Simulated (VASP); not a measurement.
Here is a VASP 6.6.1 calculation.

File INCAR:

```
PREC = Accurate
ENCUT = 600
EDIFF = 1E-6
ISMEAR = -1
SIGMA = 0.05
LREAL = False
LASPH = True
NELM = 100
ALGO = Normal
ISIF = 3
LWAVE = False
LCHARG = False
GGA = PS
IBRION = 2
NSW = 80
EDIFFG = -0.01
PSTRESS = 300.0
```

KPOINTS

```
regular mesh
0
Gamma
  7 7 4
```

POSCAR

```
Cl
1.0
    3.1450000000     -2.2500000000      0.0000000000
    3.1450000000      2.2500000000      0.0000000000
    0.0000000000      0.0000000000      8.2100000000
Cl
4
Direct
    0.3700000000      0.6300000000      0.4000000000
    0.1300000000      0.8700000000      0.9000000000
    0.6300000000      0.3700000000      0.6000000000
    0.8700000000      0.1300000000      0.1000000000
```

Potentials or basis: VASP PAW PBE potentials, release 64 (Cl).

Launch:

```sh
$ cat potpaw_PBE.64/Cl/POTCAR > POTCAR
$ mpirun -np 1 vasp_std > vasp.out
```

(1) What does it give for the relaxed cell?

(2) Predict the space group after relaxing (to 0.05 Å).

(3) Predict the band gap on the k mesh.

## Answers

(1) a = 2.992 Å, b = 2.992 Å, c = 7.230 Å, α = 90.00°, β = 90.00°, γ = 66.52°.

(2) Cmce (No. 64).

(3) 1.55 eV, indirect (least direct gap 2.15 eV).

Caveat: the cell is relaxed towards a set pressure, so the enthalpy falls and the energy may rise.
